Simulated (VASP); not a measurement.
# CdS in VASP: notebook, part 2 of 2

VASP 6.6.1. Earlier steps stand in the parts before.

## (5) Single point, b88 exchange, pbe correlation, collinear spin (26.13 Å³/atom)

This run uses another cell than the first one, of 26.13 Å³/atom.

Contents of INCAR:

```
PREC = Accurate ; ENCUT = 500
EDIFF = 1E-6 ; ISMEAR = -5
SIGMA = 0.05 ; LREAL = False
LASPH = True ; NELM = 200
ALGO = Normal ; ISIF = 2
LWAVE = False ; LCHARG = False
ISPIN = 2 ; MAGMOM = 0.5 -0.25 0 0
LORBIT = 11 ; GGA = LIBXC
LIBXC1 = GGA_X_B88 ; LIBXC2 = GGA_C_PBE
NBANDS = 30 ; GGA_COMPAT = False
```

Contents of KPOINTS:

```
Automatic mesh
0
Gamma
  7 7 4
```

Contents of POSCAR:

```
CdS
1.0
    4.2046115259      0.0000000000      0.0000000000
   -2.1023057629      3.6413003944      0.0000000000
    0.0000000000      0.0000000000      6.8256549035
Cd S
2 2
Direct
    0.6666666667      0.3333333333      0.5000000000
    0.3333333333      0.6666666667      0.0000000000
    0.6666666667      0.3333333333      0.8750000000
    0.3333333333      0.6666666667      0.3750000000
```

The run is started by

```
cat potpaw_PBE.64/Cd/POTCAR potpaw_PBE.64/S/POTCAR > POTCAR
mpirun -np 1 vasp_std > vasp.out
```

Wall time 3.1 min (1 thread of Intel Xeon Platinum 8488C (Sapphire Rapids), shared host); peak memory 0.31 GiB.

The run converged. Its results:

- Free energy: -11.7612 eV
- Pressure: 0.1 GPa
- Largest force: 0.062 eV/Å
- Band gap on the k mesh: 1.11 eV
- Net moment: 0.00 μB per cell
- Valence electrons inside the program's atomic spheres: Cd 10.28; S 3.71

Forces on the atoms (eV/Å):
```
Cd   0.000  0.000 -0.062
Cd   0.000  0.000 -0.062
S    0.000  0.000  0.062
S    0.000  0.000  0.062
```

Stress tensor (GPa, compression positive):
```
-0.12  0.00  0.00
 0.00 -0.12  0.00
 0.00  0.00  0.40
```

Levels at points of the mesh, in eV from the valence-band top:
Spin up:
```csv
k point,band 15,band 16,band 17,band 18,band 19,band 20,band 21,band 22
"(0.00, 0.00, 0.00)",-0.70,-0.04,0.00,0.00,1.11,2.74,6.48,6.48
"(0.00, 0.00, 0.50)",-0.36,-0.36,-0.36,-0.36,2.76,2.76,6.17,6.17
```
Spin down:
```csv
k point,band 15,band 16,band 17,band 18,band 19,band 20,band 21,band 22
"(0.00, 0.00, 0.00)",-0.70,-0.04,0.00,0.00,1.11,2.74,6.48,6.48
"(0.00, 0.00, 0.50)",-0.36,-0.36,-0.36,-0.36,2.76,2.76,6.17,6.17
```

Caveat: the PAW data sets were made with another functional, which shifts forces and pressure a little.

## (6) Single point, b88 exchange, pbe correlation, collinear spin (26.63 Å³/atom)

This run uses another cell than the first one, of 26.63 Å³/atom.

Contents of INCAR:

```
SYSTEM = CdS
PREC = Accurate
ENCUT = 500
EDIFF = 1E-6
ISMEAR = -5
SIGMA = 0.05
LREAL = .False.
LASPH = .True.
NELM = 200
ALGO = Normal
ISIF = 2
LWAVE = .False.
LCHARG = .True.
ISPIN = 2
MAGMOM = 0.5 -0.25 0 0
LORBIT = 11
GGA = LIBXC
LIBXC1 = GGA_X_B88
LIBXC2 = GGA_C_PBE
LELF = .True.
LVHAR = .True.
NBANDS = 30
GGA_COMPAT = .False.
```

Contents of KPOINTS:

```
Automatic mesh
0
Gamma
  7 7 4
  0 0 0
```

Contents of POSCAR:

```
CdS
1.0
    4.2313932131      0.0000000000      0.0000000000
   -2.1156966065      3.6644940159      0.0000000000
    0.0000000000      0.0000000000      6.8691315847
Cd S
2 2
Direct
    0.6666666667      0.3333333333      0.5000000000
    0.3333333333      0.6666666667      0.0000000000
    0.6666666667      0.3333333333      0.8750000000
    0.3333333333      0.6666666667      0.3750000000
```

Potentials or basis: VASP PAW PBE potentials, release 64 (Cd, S).

The run is started by

```
cat potpaw_PBE.64/Cd/POTCAR potpaw_PBE.64/S/POTCAR > POTCAR
mpirun -np 1 vasp_std > vasp.out
```

OUTCAR:

```text
SYSTEM = CdS
   PREC = Accurate
   ENCUT = 500
   EDIFF = 1E-6
   ISMEAR = -5
   LREAL = .False.
   LASPH = .True.
   NELM = 200
   ISIF = 2
   ISPIN = 2
   LORBIT = 11
   GGA = LIBXC

 ion  position               nearest neighbor table
   1  0.667  0.333  0.500-   3 2.58   4 2.59   4 2.59   4 2.59
   2  0.333  0.667  0.000-   4 2.58   3 2.59   3 2.59   3 2.59
   3  0.667  0.333  0.875-   1 2.58   2 2.59   2 2.59   2 2.59
   4  0.333  0.667  0.375-   2 2.58   1 2.59   1 2.59   1 2.59

  LATTYP: Found a hexagonal cell.
 ALAT       =     4.2313932131
 C/A-ratio  =     1.6233734940

  Lattice vectors:

 A1 = (   4.2313932131,   0.0000000000,   0.0000000000)
 A2 = (  -2.1156966065,   3.6644940159,   0.0000000000)
 A3 = (   0.0000000000,   0.0000000000,   6.8691315847)

Analysis of symmetry for initial positions (statically):
=====================================================================
 Subroutine PRICEL returns:
 Original cell was already a primitive cell.

 Routine SETGRP: Setting up the symmetry group for a
 hexagonal supercell.

 Subroutine GETGRP returns: Found 12 space group operations
 (whereof  6 operations were pure point group operations)
 out of a pool of 24 trial point group operations.

The static configuration has the point symmetry C_3v.
 The point group associated with its full space group is C_6v.

Analysis of symmetry for dynamics (positions and initial velocities):
=====================================================================
 Subroutine PRICEL returns:
 Original cell was already a primitive cell.

 Routine SETGRP: Setting up the symmetry group for a
 hexagonal supercell.

 Subroutine GETGRP returns: Found 12 space group operations
 (whereof  6 operations were pure point group operations)
 out of a pool of 24 trial point group operations.

The dynamic configuration has the point symmetry C_3v.
 The point group associated with its full space group is C_6v.

Analysis of structural, dynamic, and magnetic symmetry:
[... 170 lines left out ...]
 val. band max:        0.6973488530   @ k =   0.0000   0.0000   0.0000
 cond. band min:       1.7658766372   @ k =   0.0000   0.0000   0.0000
 fundamental gap:      1.0685277842
 Fermi energy:         0.7327328509

 spin component 1

 k-point     1 :       0.0000    0.0000    0.0000
  band No.  band energies     occupation
      1     -11.2630      1.00000
      2     -10.8925      1.00000
      3      -6.8113      1.00000
      4      -6.7926      1.00000
      5      -6.7926      1.00000
      6      -6.7203      1.00000
[... 781 lines left out ...]
     29      12.8705      0.00000
     30      12.8705      0.00000

 [... further k-points ...]

 spin component 2

 k-point     1 :       0.0000    0.0000    0.0000
  band No.  band energies     occupation
      1     -11.2630      1.00000
      2     -10.8925      1.00000
      3      -6.8113      1.00000
      4      -6.7926      1.00000
      5      -6.7926      1.00000
      6      -6.7203      1.00000
[... 781 lines left out ...]
     29      12.8705      0.00000
     30      12.8705      0.00000

 [... further k-points ...]

------------------------ aborting loop because EDIFF is reached ----------------------------------------

  FORCE on cell =-STRESS in cart. coord.  units (eV):
  Direction    XX          YY          ZZ          XY          YZ          ZX
  --------------------------------------------------------------------------------------
  -------------------------------------------------------------------------------------
  Total       -0.7140150     -0.7140150     -0.4028521     -0.0000000      0.0000000     -0.0000000
  in kB      -10.7403556    -10.7403556     -6.0597814     -0.0000000      0.0000000     -0.0000000
  external PRESSURE =      -9.1801642 kB  Pullay stress =       0.0000000 kB

 VOLUME and BASIS-vectors are now :
 -----------------------------------------------------------------------------
  energy-cutoff  :      500.00
  volume of cell :      106.51
      direct lattice vectors                 reciprocal lattice vectors
     4.231393213  0.000000000  0.000000000     0.236328781  0.136444485  0.000000000
    -2.115696606  3.664494016  0.000000000     0.000000000  0.272888971  0.000000000
     0.000000000  0.000000000  6.869131585     0.000000000  0.000000000  0.145578810

 POSITION                                       TOTAL-FORCE (eV/Angst)
 -----------------------------------------------------------------------------------
      2.11570      1.22150      3.43457         0.000000      0.000000     -0.057708
     -0.00000      2.44300      0.00000         0.000000      0.000000     -0.057705
      2.11570      1.22150      6.01049        -0.000000     -0.000000      0.057710
     -0.00000      2.44300      2.57592         0.000000      0.000000      0.057702
 -----------------------------------------------------------------------------------
    total drift:                               -0.000000     -0.000000      0.000519

  FREE ENERGIE OF THE ION-ELECTRON SYSTEM (eV)
  ---------------------------------------------------
  free  energy   TOTEN  =       -11.7560579142 eV

  energy  without entropy=      -11.7560579142  energy(sigma->0) =      -11.75605791

 total charge

# of ion       s       p       d       tot
------------------------------------------
    1        0.413   0.286   9.566  10.265
    2        0.413   0.286   9.566  10.265
    3        1.327   2.375   0.000   3.702
    4        1.327   2.375   0.000   3.702
--------------------------------------------------
tot          3.480   5.322  19.131  27.934

 magnetization (x)

# of ion       s       p       d       tot
------------------------------------------
    1       -0.000  -0.000   0.000  -0.000
    2        0.000   0.000  -0.000   0.000
    3        0.000  -0.000   0.000   0.000
    4       -0.000   0.000   0.000   0.000
--------------------------------------------------
tot         -0.000   0.000   0.000   0.000
```

stdout:

```text
POSCAR found type information on POSCAR CdS
 POSCAR found :  2 types and       4 ions
 scaLAPACK will be used
 -----------------------------------------------------------------------------
|                                                                             |
|                                                                             |
|     You enforced a specific xc type in the INCAR file but a different       |
|     I HOPE YOU KNOW WHAT YOU ARE DOING!                                     |
|                                                                             |
 -----------------------------------------------------------------------------

 LDA part: xc-table for (None,None), standard interpolation
 POSCAR, INCAR and KPOINTS ok, starting setup
 FFT: planning ... GRIDC
 FFT: planning ... GRID_SOFT
 FFT: planning ... GRID
 WAVECAR not read
 entering main loop
```

It took 3.3 min on 1 thread of Intel Xeon Platinum 8488C (Sapphire Rapids), shared host; peak memory 0.32 GiB.

What came out:

* Free energy: -11.7561 eV
* Pressure: -0.9 GPa
* Largest force: 0.058 eV/Å
* Band gap on the k mesh: 1.07 eV
* Net moment: 0.00 μB per cell
* Valence electrons inside the program's atomic spheres: Cd 10.27; S 3.70

Forces in eV/Å, atoms in the order of the input:
```
Cd   0.000  0.000 -0.058
Cd   0.000  0.000 -0.058
S    0.000  0.000  0.058
S    0.000  0.000  0.058
```

Stress tensor (GPa, compression positive):
```
-1.07  0.00  0.00
 0.00 -1.07  0.00
 0.00  0.00 -0.61
```

Caveat: the PAW data sets were made with another functional, which shifts forces and pressure a little.

## (7) Summary

| task | level | spin | cell | k mesh | cutoff (eV) | smearing | tolerance level | purpose | passes | dipole correction | gap on the mesh (eV) | pressure (GPa) | moment (μB) | largest force (eV/Å) |
| --- | --- | --- | --- | --- | --- | --- | --- | --- | --- | --- | --- | --- | --- | --- |
| single point | PBE | off | a = 4.150, b = 4.150, c = 6.737 Å, angles 90.0, 90.0, 120.0°, 4 atoms, atomic positions A | 6 × 6 × 4 | 450 | gaussian 0.02 eV | - | - | - | - | 1.19 | 2.3 | - | 0.27 |
| relaxation of cell and atoms | PBEsol | off | relaxed from a = 4.231, b = 4.231, c = 6.869 Å, angles 90.0, 90.0, 120.0°, 4 atoms, atomic positions B | 8 × 8 × 4 | 720 | gaussian 0.03 eV | standard | cell | 3 | - | 1.08 | 0.0 | - | - |
| single point | b88 exchange, pbe correlation | collinear | a = 4.177, b = 4.177, c = 6.782 Å, angles 90.0, 90.0, 120.0°, 4 atoms, atomic positions B | 7 × 7 × 4 | 500 | tetrahedron | - | - | - | no | 1.16 | 1.1 | 0.00 | 0.07 |
| single point | b88 exchange, pbe correlation | collinear | a = 4.205, b = 4.205, c = 6.826 Å, angles 90.0, 90.0, 120.0°, 4 atoms, atomic positions B | 7 × 7 × 4 | 500 | tetrahedron | - | - | - | no | 1.11 | 0.1 | 0.00 | 0.06 |
| single point | b88 exchange, pbe correlation | collinear | a = 4.231, b = 4.231, c = 6.869 Å, angles 90.0, 90.0, 120.0°, 4 atoms, atomic positions B | 7 × 7 × 4 | 500 | tetrahedron | - | - | - | no | 1.07 | -0.9 | 0.00 | 0.06 |

Alike in all rows: potentials or basis VASP PAW PBE potentials, release 64 (Cd, S).

Caveats: the PAW data sets were made with another functional, which shifts forces and pressure a little (at least some runs).

Absolute energies hang on the potentials; compare differences alone.
